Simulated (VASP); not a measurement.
# C (Pmma) in VASP: further runs

C is run at these levels: PBE+D3(BJ); tasks: single point.

Program: VASP 6.6.1. These are calculated values, not measurements. Logs are shortened: lines on timing, memory, paths and dates and some standing lists are left out, and cuts for length are marked.

### Step 1. The cell of the first run

It takes space group Pmma (No. 51, orthorhombic). Conventional cell: a = 2.465 Å, b = 3.572 Å, c = 4.269 Å, α = 90.00°, β = 90.00°, γ = 90.00°. C (site symmetry mm2) has 3 C at 1.37 to 1.39 Å within 1.8 Å. Within 1.8 Å of C (site symmetry mm2) lie 3 C at 1.37 to 1.51 Å.

### Step 2. Single point, PBE+D3(BJ) (atoms displaced along a vibrational mode)

The input, INCAR:

```
  PREC = Accurate
  ENCUT = 520
  EDIFF = 1E-6
  ISMEAR = 0
  SIGMA = 0.15
  LREAL = False
  LASPH = True
  NELM = 80
  ALGO = Normal
  ISIF = 2
  LWAVE = False
  LCHARG = True
  GGA = PE
  IVDW = 12
  LELF = True
  LVHAR = True
  NBANDS = 16
```

The input, KPOINTS:

```
Automatic mesh
0
Gamma
  18 12 10
```

The input, POSCAR:

```
C
1.0
   -2.4646600698      0.0000000000      0.0000000000
    0.0000000000      0.0000000000     -3.5719696368
    0.0000000000     -4.2689164642      0.0000000000
C
4
Direct
    0.5000000000      0.0000000000      0.1750997200
    0.0000000000      0.0000000000      0.6469895424
    0.0000000000      0.0000000000      0.3249002800
    0.5000000000      0.0000000000      0.8530104576
```

Potentials or basis: VASP PAW PBE potentials, release 64 (C).

Run with:

```bash
$ cat potpaw_PBE.64/C/POTCAR > POTCAR
$ mpirun -np 1 vasp_std > vasp.out
```

OUTCAR:

```text
PREC = Accurate
   ENCUT = 520
   EDIFF = 1E-6
   ISMEAR = 0
   LREAL = False
   LASPH = True
   NELM = 80
   ISIF = 2
   GGA = PE
   IVDW = 12
 IVDW          = 12

 ion  position               nearest neighbor table
   1  0.500  0.000  0.175-   4 1.37   3 1.39   3 1.39
   2  0.000  0.000  0.647-   3 1.37   4 1.51   4 1.51
   3  0.000  0.000  0.325-   2 1.37   1 1.39   1 1.39
   4  0.500  0.000  0.853-   1 1.37   2 1.51   2 1.51

  LATTYP: Found a simple orthorhombic cell.
 ALAT       =     2.4646600698
 B/A-ratio  =     1.4492747623
 C/A-ratio  =     1.7320508075

  Lattice vectors:

 A1 = (  -2.4646600698,   0.0000000000,   0.0000000000)
 A2 = (   0.0000000000,   0.0000000000,  -3.5719696368)
 A3 = (   0.0000000000,  -4.2689164642,   0.0000000000)

Analysis of symmetry for initial positions (statically):
=====================================================================
 Subroutine PRICEL returns:
 Original cell was already a primitive cell.

 Routine SETGRP: Setting up the symmetry group for a
 simple orthorhombic supercell.

 Subroutine GETGRP returns: Found  8 space group operations
 (whereof  4 operations were pure point group operations)
 out of a pool of  8 trial point group operations.

The static configuration has the point symmetry C_2v.
 The point group associated with its full space group is D_2h.

Analysis of symmetry for dynamics (positions and initial velocities):
=====================================================================
 Subroutine PRICEL returns:
 Original cell was already a primitive cell.

 Routine SETGRP: Setting up the symmetry group for a
 simple orthorhombic supercell.

 Subroutine GETGRP returns: Found  8 space group operations
 (whereof  4 operations were pure point group operations)
 out of a pool of  8 trial point group operations.

The dynamic configuration has the point symmetry C_2v.
 The point group associated with its full space group is D_2h.

 Subroutine INISYM returns: Found  8 space group operations
 (whereof  4 operations are pure point group operations),
 and found     1 'primitive' translations

----------------------------------------------------------------------------------------

                                     Primitive cell

  volume of cell :      37.5822

  direct lattice vectors                    reciprocal lattice vectors
    -2.464660070  0.000000000  0.000000000    -0.405735465  0.000000000  0.000000000
     0.000000000  0.000000000 -3.571969637     0.000000000  0.000000000 -0.279957587
     0.000000000 -4.268916464  0.000000000     0.000000000 -0.234251480  0.000000000

  length of vectors
     2.464660070  3.571969637  4.268916464     0.405735465  0.279957587  0.234251480

  position of ions in fractional coordinates (direct lattice)
     0.500000000  0.000000000  0.175099720
     0.000000000  0.000000000  0.646989542
     0.000000000  0.000000000  0.324900280
     0.500000000  0.000000000  0.853010458

  ion indices of the primitive-cell ions
   primitive index   ion index
                 1           1
                 2           2
                 3           3
                 4           4

----------------------------------------------------------------------------------------

 KPOINTS: Automatic mesh

Automatic generation of k-mesh.
 Grid dimensions read from file:
 generate k-points for:   18   12   10

 Generating k-lattice:

  Cartesian coordinates                     Fractional coordinates (reciprocal lattice)
    -0.022540859  0.000000000  0.000000000     0.055555556  0.000000000  0.000000000
     0.000000000  0.000000000 -0.023329799     0.000000000  0.083333333  0.000000000
     0.000000000 -0.023425148  0.000000000     0.000000000  0.000000000  0.100000000

  Length of vectors
     0.022540859  0.023329799  0.023425148

  Shift w.r.t. Gamma in fractional coordinates (k-lattice)
     0.000000000  0.000000000  0.000000000

 Subroutine IBZKPT returns following result:
 ===========================================

 Found    420 irreducible k-points:

 Following reciprocal coordinates:
            Coordinates               Weight
  0.000000  0.000000  0.000000      1.000000
  0.055556  0.000000  0.000000      2.000000
  0.111111  0.000000  0.000000      2.000000
  0.166667  0.000000  0.000000      2.000000
  0.222222  0.000000  0.000000      2.000000
  0.277778  0.000000  0.000000      2.000000
[... 16 lines left out ...]
  0.111111  0.166667  0.000000      4.000000
  0.166667  0.166667  0.000000      4.000000
 [... further k-points ...]
   k-points           NKPTS =    420   k-points in BZ     NKDIM =    420   number of bands    NBANDS=     16
   number of dos      NEDOS =    301   number of ions     NIONS =      4
   total plane-waves  NPLWV =  16128
   dimension x,y,z NGX =    18 NGY =   28 NGZ =   32
   dimension x,y,z NGXF=    36 NGYF=   56 NGZF=   64
   ions per type =               4
   NGX,Y,Z   is equivalent  to a cutoff of  12.14, 13.03, 12.46 a.u.
   NGXF,Y,Z  is equivalent  to a cutoff of  24.28, 26.06, 24.92 a.u.
 SYSTEM =  unknown system
   PREC   = accura    normal or accurate (medium, high low for compatibility)
   ISTART =      0    job   : 0-new  1-cont  2-samecut
   ICHARG =      2    charge: 1-file 2-atom 10-const
   ISPIN  =      1    spin polarized calculation?
   LNONCOLLINEAR =      F non collinear calculations
   LSORBIT =      F    spin-orbit coupling
   LASPH  =      T    aspherical Exc in radial PAW
   ENCUT  =  520.0 eV  38.22 Ry    6.18 a.u.   4.58  6.64  7.94*2*pi/ulx,y,z
   NELM   =     80;   NELMIN=  2; NELMDL= -5     # of ELM steps
   EDIFF  = 0.1E-05   stopping-criterion for ELM
   LREAL  =      F    real-space projection
   EDIFFG = 0.1E-04   stopping-criterion for IOM
   NSW    =      0    number of steps for IOM
   IBRION =     -1    ionic relax: 0-MD 1-quasi-New 2-CG
   NFREE  =      0    steps in history (QN), initial steepest desc. (CG)
   ISIF   =      2    stress and relaxation
   ISYM   =      2    0-nonsym 1-usesym 2-fastsym
   POTIM  = 0.5000    time-step for ionic-motion
   TEBEG  =    0.0;   TEEND  =   0.0 temperature during run
   PSTRESS=    0.0 pullay stress
   NELECT =      16.0000    total number of electrons
   NUPDOWN=      -1.0000    fix difference up-down
   EMIN   =  10.00;   EMAX   =-10.00  energy-range for DOS
   EFERMI =   0.00;   METHOD = LEGACY
   ISMEAR =     0;   SIGMA  =   0.15  broadening in eV -4-tet -1-fermi 0-gaus
   EFERMI_NEDOS =   21; number of points for ismear=-14 and -15
   IALGO  =     38    algorithm
   IMIX   =      4    mixing-type and parameters
     AMIX     =   0.40;   BMIX     =  1.00
     AMIX_MAG =   1.60;   BMIX_MAG =  1.00
  volume/ion in A,a.u.               =       9.40        63.40
  Fermi-wavevector in a.u.,A,eV,Ry     =   1.231556  2.327303 20.636352  1.516729
  Thomas-Fermi vector in A             =   2.366360
   LORBIT       =      0    0 simple, 1 ext, 2 COOP (PROOUT), +10 PAW based schemes
   GGA     = PE    functional components
   LHFCALC =     F    Hartree Fock is set to
   AEXX    =    0.0000 exact exchange contribution
   IVDW    =    12    specifies the selected vdW correction
   LEPSILON=     F    determine dielectric tensor
   LRPA    =     F    only Hartree local field effects (RPA)
 non-spin polarized calculation
 Gauss-broadening in eV      SIGMA  =   0.15
  energy-cutoff  :      520.00
  volume of cell :       37.58
 maximum number of plane-waves:      1040
   NGX =  9   NGY = 13   NGZ = 15

 number of electron      16.0000003 magnetization

 Free energy of the ion-electron system (eV)
  ---------------------------------------------------
  ext. energy  EPLUGINS =         0.00000000
  ---------------------------------------------------
  free energy    TOTEN  =       -36.18545654 eV

  energy without entropy =      -36.18441522  energy(sigma->0) =      -36.18493588

 E-fermi :   4.1633     XC(G=0):  -9.8804

 val. band max:        4.1346176975   @ k =   0.3333   0.4167   0.0000
 cond. band min:       4.2020029562   @ k =   0.2778   0.3333   0.0000
 fundamental gap:      0.0673852587
 Fermi energy:         4.1632817630

 k-point     1 :       0.0000    0.0000    0.0000
  band No.  band energies     occupation
      1     -15.5470      2.00000
      2      -9.8351      2.00000
      3      -9.5938      2.00000
      4      -2.7991      2.00000
      5      -2.5043      2.00000
      6       0.5787      2.00000
[... 8 lines left out ...]
     15      15.1948      0.00000
     16      15.8127      0.00000

 k-point     2 :       0.0556    0.0000    0.0000
  band No.  band energies     occupation
      1     -15.4923      2.00000
      2      -9.7856      2.00000
      3      -9.5490      2.00000
      4      -2.7362      2.00000
      5      -2.7344      2.00000
      6       0.4639      2.00000
[... 8 lines left out ...]
     15      15.2447      0.00000
     16      15.6272      0.00000

 k-point     3 :       0.1111    0.0000    0.0000
  band No.  band energies     occupation
      1     -15.3284      2.00000
      2      -9.6372      2.00000
      3      -9.4176      2.00000
      4      -3.3621      2.00000
      5      -2.5481      2.00000
      6       0.1292      2.00000
[... 8 lines left out ...]
     15      15.1522      0.00000
     16      15.3919      0.00000

 k-point     4 :       0.1667    0.0000    0.0000
  band No.  band energies     occupation
      1     -15.0558      2.00000
      2      -9.3901      2.00000
      3      -9.2106      2.00000
      4      -4.2453      2.00000
      5      -2.2369      2.00000
      6      -0.3977      2.00000
[... 8 lines left out ...]
     15      15.6286      0.00000
     16      16.0257      0.00000
[... 324 lines left out ...]
 k-point    22 :       0.0556    0.1667    0.0000
  band No.  band energies     occupation
      1     -15.4492      2.00000
      2      -9.7519      2.00000
      3      -9.5238      2.00000
      4      -3.1310      2.00000
      5      -2.7267      2.00000
      6       0.4691      2.00000
[... 8 lines left out ...]
     15      15.6064      0.00000
     16      16.1536      0.00000

 k-point    23 :       0.1111    0.1667    0.0000
  band No.  band energies     occupation
      1     -15.2856      2.00000
      2      -9.6040      2.00000
      3      -9.3926      2.00000
      4      -3.3520      2.00000
      5      -2.9399      2.00000
      6       0.1346      2.00000
[... 8 lines left out ...]
     15      15.5009      0.00000
     16      16.2901      0.00000

 k-point    24 :       0.1667    0.1667    0.0000
  band No.  band energies     occupation
      1     -15.0137      2.00000
      2      -9.3576      2.00000
      3      -9.1859      2.00000
      4      -4.2323      2.00000
      5      -2.6236      2.00000
      6      -0.3915      2.00000
[... 8 lines left out ...]
     15      16.1145      0.00000
     16      16.5060      0.00000

 [... further k-points ...]

------------------------ aborting loop because EDIFF is reached ----------------------------------------

 Edisp (eV)   -0.57295

 E8    (eV) :    -0.1610

  FORCE on cell =-STRESS in cart. coord.  units (eV):
  Direction    XX          YY          ZZ          XY          YZ          ZX
  --------------------------------------------------------------------------------------
  -------------------------------------------------------------------------------------
  Total       1.14059     1.71575    -0.02743     0.00000     0.00000     0.00000
  in kB      48.62496    73.14454    -1.16950     0.00000     0.00000     0.00000
  external pressure =       40.20 kB  Pullay stress =        0.00 kB

 VOLUME and BASIS-vectors are now :
 -----------------------------------------------------------------------------
  energy-cutoff  :      520.00
  volume of cell :       37.58
      direct lattice vectors                 reciprocal lattice vectors
    -2.464660070  0.000000000  0.000000000    -0.405735465  0.000000000  0.000000000
     0.000000000  0.000000000 -3.571969637     0.000000000  0.000000000 -0.279957587
     0.000000000 -4.268916464  0.000000000     0.000000000 -0.234251480  0.000000000

 POSITION                                       TOTAL-FORCE (eV/Angst)
 -----------------------------------------------------------------------------------
     -1.23233     -0.74749      0.00000         0.000000      2.056888      0.000000
      0.00000     -2.76194      0.00000         0.000000     -7.032102      0.000000
      0.00000     -1.38697      0.00000         0.000000     -2.056888      0.000000
     -1.23233     -3.64143      0.00000         0.000000      7.032102      0.000000
 -----------------------------------------------------------------------------------
    total drift:                               -0.000000     -0.000000     -0.000000

  FREE ENERGIE OF THE ION-ELECTRON SYSTEM (eV)
  ---------------------------------------------------
  free  energy   TOTEN  =       -36.7584074345 eV

  energy  without entropy=      -36.7573661127  energy(sigma->0) =      -36.75788677
```

Run time: 70 s. Hardware: 1 thread of AMD EPYC 9R45 (Zen 5), shared host; peak memory 0.26 GiB.

What came out:

| Quantity | Value |
| --- | --- |
| Free energy | -36.7584 eV |
| Pressure | 4.0 GPa |
| Largest force | 7.032 eV/Å |
| Band gap on the k mesh | zero (bands 8 and 9 overlap by 0.36 eV) |
| Dispersion energy per atom | -0.143 eV |

Forces in eV/Å, atoms in the order of the input:
```
C    0.000  2.057  0.000
C    0.000 -7.032  0.000
C    0.000 -2.057  0.000
C    0.000  7.032  0.000
```

Caveat: the cell differs from its parent crystal (atoms displaced along a vibrational mode); the cell stands under pressure; forces of over 1 eV/Å act on the atoms, so gaps and moduli don't describe the material at rest.

### Step 3. Single point, PBE+D3(BJ) (atoms displaced along a vibrational mode)

The input, INCAR:

```
SYSTEM = C
ALGO     = Normal         ! electronic algorithm
EDIFF    = 1E-6           ! SCF threshold, eV
ENCUT    = 520            ! plane-wave cutoff, eV
GGA      = PE             ! functional
ISIF     = 2              ! what is computed and relaxed
ISMEAR   = 0              ! smearing method
IVDW     = 12             ! dispersion correction
LASPH    = .TRUE.         ! aspherical terms in the spheres
LCHARG   = .FALSE.        ! write CHGCAR
LREAL    = .FALSE.        ! projectors in reciprocal space
LWAVE    = .FALSE.        ! write WAVECAR
NBANDS   = 16             ! bands
NELM     = 80             ! most SCF steps
PREC     = Accurate       ! precision mode
SIGMA    = 0.15           ! smearing width, eV
```

The input, KPOINTS:

```
k-points
0
G
  18 12 10
  0 0 0
```

The input, POSCAR:

```
C
1.0
   -2.4646600698      0.0000000000      0.0000000000
    0.0000000000      0.0000000000     -3.5719696368
    0.0000000000     -4.2689164642      0.0000000000
C
4
Direct
    0.5000000000      0.0000000000      0.1694776845
    0.0000000000      0.0000000000      0.6638556489
    0.0000000000      0.0000000000      0.3305223155
    0.5000000000      0.0000000000      0.8361443511
```

Potentials or basis: VASP PAW PBE potentials, release 64 (C).

Run with:

```bash
$ cat potpaw_PBE.64/C/POTCAR > POTCAR
$ mpirun -np 1 vasp_std > vasp.out
```

Run time: 70 s. Hardware: 1 thread of AMD EPYC 9R45 (Zen 5), shared host; peak memory 0.26 GiB.

Results (log left out):

```yaml
Free_energy: -37.4134 eV
Pressure: 0.5 GPa
Largest_force: 0.952 eV/Å
Band_gap_on_the_k_mesh: zero (bands 8 and 9 overlap by 0.92 eV)
Dispersion_energy_per_atom: -0.145 eV
```

Forces on the atoms (eV/Å):
```
C    0.000  0.952  0.000
C    0.000 -0.948  0.000
C    0.000 -0.952  0.000
C    0.000  0.948  0.000
```

Stress tensor (GPa, compression positive):
```
 0.98  0.00  0.00
 0.00  0.70  0.00
 0.00  0.00 -0.13
```

Levels at points of the mesh, in eV from the Fermi level:
```
           k point  band 4  band 5  band 6  band 7  band 8  band 9  band 10  band 11  band 12  band 13
(0.00, 0.00, 0.00)   -6.87   -6.45   -3.02   -3.00   -1.84    2.36     3.83     7.25     8.30     8.34
(0.50, 0.00, 0.00)  -10.55   -8.98   -8.98   -2.15   -2.15    3.25     3.25     9.28     9.28    11.85
(0.00, 0.50, 0.00)   -8.29   -6.42   -3.00   -2.98   -2.83    1.07     7.49     8.36     8.41     9.18
(0.50, 0.50, 0.00)  -10.47   -8.91   -8.91   -3.27   -3.27    2.43     2.43    10.41    10.41    12.51
(0.00, 0.00, 0.50)   -7.32   -5.34   -5.30   -5.07   -4.76    5.65     5.70     7.45     7.76     7.88
(0.50, 0.00, 0.50)  -13.26   -6.41   -6.41   -1.84   -1.84    2.36     2.36     7.26     7.26    10.93
(0.00, 0.50, 0.50)   -7.26   -6.62   -6.42   -5.31   -4.73    6.77     7.08     8.00     8.29    10.63
(0.50, 0.50, 0.50)  -13.16   -6.38   -6.38   -2.84   -2.84    1.08     1.08     7.51     7.51    13.13
```

Caveat: the cell differs from its parent crystal (atoms displaced along a vibrational mode).

[end of part 1 of 2]
